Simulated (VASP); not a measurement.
# BN (zinc blende): single point with PBE

Crystal: BN (zinc blende).

```
CELL_PARAMETERS angstrom
0.00000 1.82550 1.82550
1.82550 0.00000 1.82550
1.82550 1.82550 0.00000
ATOMIC_POSITIONS crystal
B 0.00000 0.00000 0.00000
N 0.25000 0.25000 0.25000
```

This cell differs from its parent crystal: volume scaled by 1.03.

```
Program             : VASP 6.6.1
Task                : single point
Functional          : PBE
Potentials or basis : VASP PAW PBE potentials, release 64 (B, N)
Cutoff              : 600 eV
k mesh              : 10 × 10 × 10
Occupations         : gaussian, width 0.01 eV
Spin                : no spin polarisation
```

* Pressure: -7.8 GPa
* Band gap on the k mesh: 4.43 eV, indirect (least direct gap 8.68 eV)

Levels at points of the mesh, in eV from the valence-band top:
| k point | band 1 | band 2 | band 3 | band 4 | band 5 | band 6 | band 7 | band 8 |
| --- | --- | --- | --- | --- | --- | --- | --- | --- |
| (0.00, 0.00, 0.00) | -19.90 | 0.00 | 0.00 | 0.00 | 8.68 | 8.68 | 8.68 | 9.87 |
| (0.50, 0.00, 0.00) | -15.82 | -10.42 | -1.89 | -1.89 | 9.76 | 10.54 | 10.54 | 14.95 |
| (0.50, 0.50, 0.00) | -14.49 | -8.73 | -4.76 | -4.76 | 4.43 | 9.06 | 17.47 | 17.47 |

It took 4.4 s on 1 thread of Intel(R) Xeon(R) Platinum 8559C (Emerald Rapids) (shared host), peak memory 0.13 GiB.

 A k mesh can miss the band edges.
